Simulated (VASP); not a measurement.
Wanted: the native input for a VASP 6.6.1 run.

```yaml
Task: single point
Functional: PBE
Potentials_or_basis: VASP PAW PBE potentials, release 64 (Ca_sv, Ge_d, N)
Cutoff: 520 eV
k_mesh: 4 × 4 × 6
Occupations: gaussian, width 0.1 eV
Spin: no spin polarisation
Dipole_correction: no
Further_INCAR_settings: ALGO = Normal; EDIFF = 1e-06; NBANDS = 34
```

The structure of Ca2Ge2N lies in POSCAR:

```
Ca2Ge2N
1.0
    2.0637385400     -7.0170373100      0.0000000000
    2.0637385400      7.0170373100      0.0000000000
    0.0000000000      0.0000000000      3.6124528800
Ca Ge N
2 2 1
Direct
    0.3666180800      0.6333819200      0.0000000000
    0.6333819200      0.3666180800      0.0000000000
    0.2033776000      0.7966224000      0.5000000000
    0.7966224000      0.2033776000      0.5000000000
    0.0000000000      0.0000000000      0.5000000000
```

The cell was generated, and may not be a known phase.

The input as run:

INCAR

```
ALGO = Normal
EDIFF = 1E-6
ENCUT = 520
GGA = PE
ISIF = 2
ISMEAR = 0
LASPH = True
LCHARG = False
LREAL = False
LWAVE = False
NBANDS = 34
NELM = 100
PREC = Accurate
SIGMA = 0.1
```

KPOINTS

```
k-points
0
Gamma
  4 4 6
```

Potentials or basis: VASP PAW PBE potentials, release 64 (Ca_sv, Ge_d, N).

Command:

```sh
$ cat potpaw_PBE.64/Ca_sv/POTCAR potpaw_PBE.64/Ge_d/POTCAR potpaw_PBE.64/N/POTCAR > POTCAR
$ mpirun -np 1 vasp_std > vasp.out
```

It gave:

* Pressure: 2.9 GPa
* Largest force: 2.563 eV/Å
* Band gap on the k mesh: zero (an odd number of electrons rules out a gap without spin polarisation)

Caveat: the k points lie up to 0.40 Å⁻¹ apart, too coarse for converged energies and pressures of a metal; an odd number of electrons without spin polarisation forces a metal; a magnetic or distorted state may lie lower.

Wall time 3 min on 1 thread of Oxide Virtual Turin-like Processor (shared host), peak memory 0.29 GiB.
